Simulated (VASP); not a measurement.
# W (Fm-3m) in VASP: further runs

W is run at these levels: PBEsol; tasks: single point.

All numbers are computed with VASP 6.6.1; they aren't measurements. Logs are shortened: lines on timing, memory, paths and dates and some standing lists are left out, and cuts for length are marked.

## (1) The cell of the first run

It takes space group Fm-3m (No. 225, cubic). The conventional cell has a = 3.979 Å, b = 3.979 Å, c = 3.979 Å, α = 90.00°, β = 90.00°, γ = 90.00°. Within 3.7 Å of W (site symmetry m-3m) lie 12 W at 2.81 Å.

## (2) Single point, PBEsol

The input, INCAR:

```
SYSTEM = W
PREC     = Accurate       ! precision mode
ENCUT    = 520            ! plane-wave cutoff, eV
EDIFF    = 1E-6           ! SCF threshold, eV
ISMEAR   = -1             ! smearing method
SIGMA    = 0.05           ! smearing width, eV
LREAL    = .False.        ! projectors in reciprocal space
LASPH    = .True.         ! aspherical terms in the spheres
NELM     = 60             ! most SCF steps
ALGO     = Normal         ! electronic algorithm
ISIF     = 2              ! what is computed and relaxed
LWAVE    = .False.        ! write WAVECAR
LCHARG   = .False.        ! write CHGCAR
GGA      = PS             ! functional
NBANDS   = 13             ! bands
```

The input, KPOINTS:

```
Automatic mesh
0
Gamma
  11 11 11
  0 0 0
```

The input, POSCAR:

```
W
1.0
    0.0000000000      1.9896219424      1.9896219424
    1.9896219424      0.0000000000      1.9896219424
    1.9896219424      1.9896219424      0.0000000000
W
1
Direct
    0.0000000000      0.0000000000      0.0000000000
```

Potentials or basis: VASP PAW PBE potentials, release 64 (W_sv).

On the command line:

```
$ cat potpaw_PBE.64/W_sv/POTCAR > POTCAR
$ mpirun -np 1 vasp_std > vasp.out
```

OUTCAR:

```text
SYSTEM = W
   PREC = Accurate
   ENCUT = 520
   EDIFF = 1E-6
   ISMEAR = -1
   LREAL = .False.
   LASPH = .True.
   NELM = 60
   ISIF = 2
   GGA = PS

 ion  position               nearest neighbor table
   1  0.000  0.000  0.000-

  LATTYP: Found a face centered cubic cell.
 ALAT       =     3.9792438848

  Lattice vectors:

 A1 = (   0.0000000000,   1.9896219424,   1.9896219424)
 A2 = (   1.9896219424,   0.0000000000,   1.9896219424)
 A3 = (   1.9896219424,   1.9896219424,   0.0000000000)

Analysis of symmetry for initial positions (statically):
=====================================================================
 Subroutine PRICEL returns:
 Original cell was already a primitive cell.

 Routine SETGRP: Setting up the symmetry group for a
 face centered cubic supercell.

 Subroutine GETGRP returns: Found 48 space group operations
 (whereof 48 operations were pure point group operations)
 out of a pool of 48 trial point group operations.

The static configuration has the point symmetry O_h .

Analysis of symmetry for dynamics (positions and initial velocities):
=====================================================================
 Subroutine PRICEL returns:
 Original cell was already a primitive cell.

 Routine SETGRP: Setting up the symmetry group for a
 face centered cubic supercell.

 Subroutine GETGRP returns: Found 48 space group operations
 (whereof 48 operations were pure point group operations)
 out of a pool of 48 trial point group operations.

The dynamic configuration has the point symmetry O_h .

 Subroutine INISYM returns: Found 48 space group operations
 (whereof 48 operations are pure point group operations),
 and found     1 'primitive' translations

----------------------------------------------------------------------------------------

                                     Primitive cell

  volume of cell :      15.7522

  direct lattice vectors                    reciprocal lattice vectors
     0.000000000  1.989621942  1.989621942    -0.251304024  0.251304024  0.251304024
     1.989621942  0.000000000  1.989621942     0.251304024 -0.251304024  0.251304024
     1.989621942  1.989621942  0.000000000     0.251304024  0.251304024 -0.251304024

  length of vectors
     2.813750335  2.813750335  2.813750335     0.435271337  0.435271337  0.435271337

  position of ions in fractional coordinates (direct lattice)
     0.000000000  0.000000000  0.000000000

  ion indices of the primitive-cell ions
   primitive index   ion index
                 1           1

----------------------------------------------------------------------------------------

 KPOINTS: Automatic mesh

Automatic generation of k-mesh.
 Grid dimensions read from file:
 generate k-points for:   11   11   11

 Generating k-lattice:

  Cartesian coordinates                     Fractional coordinates (reciprocal lattice)
    -0.022845820  0.022845820  0.022845820     0.090909091  0.000000000  0.000000000
     0.022845820 -0.022845820  0.022845820     0.000000000  0.090909091  0.000000000
     0.022845820  0.022845820 -0.022845820     0.000000000  0.000000000  0.090909091

  Length of vectors
     0.039570122  0.039570122  0.039570122

  Shift w.r.t. Gamma in fractional coordinates (k-lattice)
     0.000000000  0.000000000  0.000000000

 Subroutine IBZKPT returns following result:
 ===========================================

 Found     56 irreducible k-points:

 Following reciprocal coordinates:
            Coordinates               Weight
  0.000000  0.000000  0.000000      1.000000
  0.090909  0.000000  0.000000      8.000000
  0.181818  0.000000  0.000000      8.000000
  0.272727  0.000000  0.000000      8.000000
  0.363636  0.000000  0.000000      8.000000
  0.454545  0.000000  0.000000      8.000000
[... 16 lines left out ...]
 -0.272727  0.181818  0.000000     24.000000
 -0.181818  0.181818  0.000000     12.000000
 [... further k-points ...]
   k-points           NKPTS =     56   k-points in BZ     NKDIM =     56   number of bands    NBANDS=     13
   number of dos      NEDOS =    301   number of ions     NIONS =      1
   total plane-waves  NPLWV =  13824
   dimension x,y,z NGX =    24 NGY =   24 NGZ =   24
   dimension x,y,z NGXF=    48 NGYF=   48 NGZF=   48
   ions per type =               1
   NGX,Y,Z   is equivalent  to a cutoff of  14.18, 14.18, 14.18 a.u.
   NGXF,Y,Z  is equivalent  to a cutoff of  28.36, 28.36, 28.36 a.u.
 SYSTEM =  W
   PREC   = accura    normal or accurate (medium, high low for compatibility)
   ISTART =      0    job   : 0-new  1-cont  2-samecut
   ICHARG =      2    charge: 1-file 2-atom 10-const
   ISPIN  =      1    spin polarized calculation?
   LNONCOLLINEAR =      F non collinear calculations
   LSORBIT =      F    spin-orbit coupling
   LASPH  =      T    aspherical Exc in radial PAW
   ENCUT  =  520.0 eV  38.22 Ry    6.18 a.u.   5.23  5.23  5.23*2*pi/ulx,y,z
   NELM   =     60;   NELMIN=  2; NELMDL= -5     # of ELM steps
   EDIFF  = 0.1E-05   stopping-criterion for ELM
   LREAL  =      F    real-space projection
   EDIFFG = 0.1E-04   stopping-criterion for IOM
   NSW    =      0    number of steps for IOM
   IBRION =     -1    ionic relax: 0-MD 1-quasi-New 2-CG
   NFREE  =      0    steps in history (QN), initial steepest desc. (CG)
   ISIF   =      2    stress and relaxation
   ISYM   =      2    0-nonsym 1-usesym 2-fastsym
   POTIM  = 0.5000    time-step for ionic-motion
   TEBEG  =    0.0;   TEEND  =   0.0 temperature during run
   PSTRESS=    0.0 pullay stress
   NELECT =      14.0000    total number of electrons
   NUPDOWN=      -1.0000    fix difference up-down
   EMIN   =  10.00;   EMAX   =-10.00  energy-range for DOS
   EFERMI =   0.00;   METHOD = LEGACY
   ISMEAR =    -1;   SIGMA  =   0.05  broadening in eV -4-tet -1-fermi 0-gaus
   EFERMI_NEDOS =   21; number of points for ismear=-14 and -15
   IALGO  =     38    algorithm
   IMIX   =      4    mixing-type and parameters
     AMIX     =   0.40;   BMIX     =  1.00
     AMIX_MAG =   1.60;   BMIX_MAG =  1.00
  volume/ion in A,a.u.               =      15.75       106.30
  Fermi-wavevector in a.u.,A,eV,Ry     =   1.573996  2.974421 33.707935  2.477463
  Thomas-Fermi vector in A             =   2.675197
   LORBIT       =      0    0 simple, 1 ext, 2 COOP (PROOUT), +10 PAW based schemes
   GGA     = PS    functional components
   LHFCALC =     F    Hartree Fock is set to
   AEXX    =    0.0000 exact exchange contribution
   IVDW    =     0    specifies the selected vdW correction
   LEPSILON=     F    determine dielectric tensor
   LRPA    =     F    only Hartree local field effects (RPA)
 non-spin polarized calculation
  energy-cutoff  :      520.00
  volume of cell :       15.75
 maximum number of plane-waves:       440
 NGX is ok and might be reduce to    24
   NGX = 11   NGY = 11   NGZ = 11

 number of electron      13.9999999 magnetization

 Free energy of the ion-electron system (eV)
  ---------------------------------------------------
  ext. energy  EPLUGINS =         0.00000000
  ---------------------------------------------------
  free energy    TOTEN  =       -13.31806902 eV

  energy without entropy =      -13.31012842  energy(sigma->0) =      -13.31409872

 E-fermi :  10.8513     XC(G=0): -13.7884

 val. band max:       10.7959297557   @ k =  -0.2727   0.0909   0.0000
 cond. band min:      10.8760281931   @ k =   0.1818   0.0909   0.0000
 fundamental gap:      0.0800984374
 Fermi energy:        10.8512625782

 k-point     1 :       0.0000    0.0000    0.0000
  band No.  band energies     occupation
      1     -62.6791      2.00000
      2     -26.2476      2.00000
      3     -26.2476      2.00000
      4     -26.2476      2.00000
      5       1.6703      2.00000
      6      10.2685      1.99998
      7      10.2685      1.99998
      8      10.2685      1.99998
      9      13.5708      0.00000
     10      13.5708      0.00000
     11      23.7688      0.00000
     12      29.1514      0.00000
     13      29.1514      0.00000

 k-point     2 :       0.0909    0.0000    0.0000
  band No.  band energies     occupation
      1     -62.6691      2.00000
      2     -26.3603      2.00000
      3     -26.2618      2.00000
      4     -26.2618      2.00000
      5       2.0480      2.00000
      6       9.9853      2.00000
      7      10.4399      1.99947
      8      10.4399      1.99947
      9      13.4151      0.00000
     10      13.4151      0.00000
     11      24.5132      0.00000
     12      27.7826      0.00000
     13      29.8641      0.00000

 k-point     3 :       0.1818    0.0000    0.0000
  band No.  band energies     occupation
      1     -62.6418      2.00000
      2     -26.6553      2.00000
      3     -26.2997      2.00000
      4     -26.2997      2.00000
      5       3.0554      2.00000
      6       9.4384      2.00000
      7      10.7406      1.80301
      8      10.7406      1.80301
      9      13.2868      0.00000
     10      13.2868      0.00000
     11      25.2241      0.00000
     12      26.9756      0.00000
     13      31.8272      0.00000
[... 305 lines left out ...]
 k-point    23 :      -0.2727    0.1818    0.0000
  band No.  band energies     occupation
      1     -62.5636      2.00000
      2     -27.2060      2.00000
      3     -26.6767      2.00000
      4     -26.3933      2.00000
      5       6.0447      2.00000
      6       8.8781      2.00000
      7       9.4115      2.00000
      8      11.3534      0.00009
      9      13.2174      0.00000
     10      17.1864      0.00000
     11      24.2815      0.00000
     12      27.4083      0.00000
     13      29.3367      0.00000

 k-point    24 :      -0.1818    0.1818    0.0000
  band No.  band energies     occupation
      1     -62.5940      2.00000
      2     -26.9911      2.00000
      3     -26.5596      2.00000
      4     -26.3358      2.00000
      5       4.9691      2.00000
      6       8.6715      2.00000
      7      10.1640      2.00000
      8      11.8379      0.00000
      9      11.9287      0.00000
     10      15.6571      0.00000
     11      25.5381      0.00000
     12      29.1192      0.00000
     13      30.0951      0.00000

 [... further k-points ...]

------------------------ aborting loop because EDIFF is reached ----------------------------------------

  FORCE on cell =-STRESS in cart. coord.  units (eV):
  Direction    XX          YY          ZZ          XY          YZ          ZX
  --------------------------------------------------------------------------------------
  -------------------------------------------------------------------------------------
  Total        0.5550766      0.5550766      0.5550766     -0.0000000     -0.0000000      0.0000000
  in kB       56.4575190     56.4575190     56.4575190     -0.0000000     -0.0000000      0.0000000
  external PRESSURE =      56.4575190 kB  Pullay stress =       0.0000000 kB

 VOLUME and BASIS-vectors are now :
 -----------------------------------------------------------------------------
  energy-cutoff  :      520.00
  volume of cell :       15.75
      direct lattice vectors                 reciprocal lattice vectors
     0.000000000  1.989621942  1.989621942    -0.251304024  0.251304024  0.251304024
     1.989621942  0.000000000  1.989621942     0.251304024 -0.251304024  0.251304024
     1.989621942  1.989621942  0.000000000     0.251304024  0.251304024 -0.251304024

 POSITION                                       TOTAL-FORCE (eV/Angst)
 -----------------------------------------------------------------------------------
      0.00000      0.00000      0.00000         0.000000      0.000000     -0.000000
 -----------------------------------------------------------------------------------
    total drift:                               -0.000000      0.000000      0.000000

  FREE ENERGIE OF THE ION-ELECTRON SYSTEM (eV)
  ---------------------------------------------------
  free  energy   TOTEN  =       -13.3180690208 eV

  energy  without entropy=      -13.3101284222  energy(sigma->0) =      -13.31409872
```

Wall time 5.2 s (1 thread of Intel Xeon 6975P-C (Granite Rapids), shared host); peak memory 0.14 GiB.

Results:

* Free energy: -13.3181 eV
* Pressure: 5.6 GPa
* Band gap on the k mesh: zero (band 7 reaches 13.79 eV, above the bottom of band 8 at 10.27 eV)

Caveat: the PAW data sets were made with another functional, which shifts forces and pressure a little; spin-orbit coupling is left out, which moves the levels of the heavy elements.

## (3) Single point, PBEsol

This run uses another cell than the first one, of 15.52 Å³/atom, 0.986 times its volume.

The input, INCAR:

```
  PREC = Accurate
  ENCUT = 520
  EDIFF = 1E-7
  ISMEAR = -1
  SIGMA = 0.05
  LREAL = F
  LASPH = T
  NELM = 100
  ALGO = Normal
  ISIF = 2
  LWAVE = F
  LCHARG = F
  GGA = PS
  NBANDS = 13
```

The input, KPOINTS:

```
Automatic mesh
0
Gamma
  11 11 11
```

The input, POSCAR:

```
W
1.0
    0.0000000000      1.9799666488      1.9799666488
    1.9799666488      0.0000000000      1.9799666488
    1.9799666488      1.9799666488      0.0000000000
W
1
Direct
    0.0000000000      0.0000000000      0.0000000000
```

Potentials or basis: VASP PAW PBE potentials, release 64 (W_sv).

On the command line:

```
$ cat potpaw_PBE.64/W_sv/POTCAR > POTCAR
$ mpirun -np 1 vasp_std > vasp.out
```

It took 5.3 s on 1 thread of Intel Xeon 6975P-C (Granite Rapids), shared host; peak memory 0.14 GiB.

Results (log left out):

```
Free energy            : -13.3063 eV
Pressure               : 10.7 GPa
Band gap on the k mesh : zero (band 7 reaches 14.09 eV, above the bottom of band 8 at 10.45 eV)
```

Levels at points of the mesh, in eV from the Fermi level:
```tsv
k point	band 4	band 5	band 6	band 7	band 8	band 9	band 10	band 11
(0.00, 0.00, 0.00)	-37.04	-9.25	-0.59	-0.59	-0.59	2.78	2.78	12.94
```

Caveat: the PAW data sets were made with another functional, which shifts forces and pressure a little; spin-orbit coupling is left out, which moves the levels of the heavy elements.
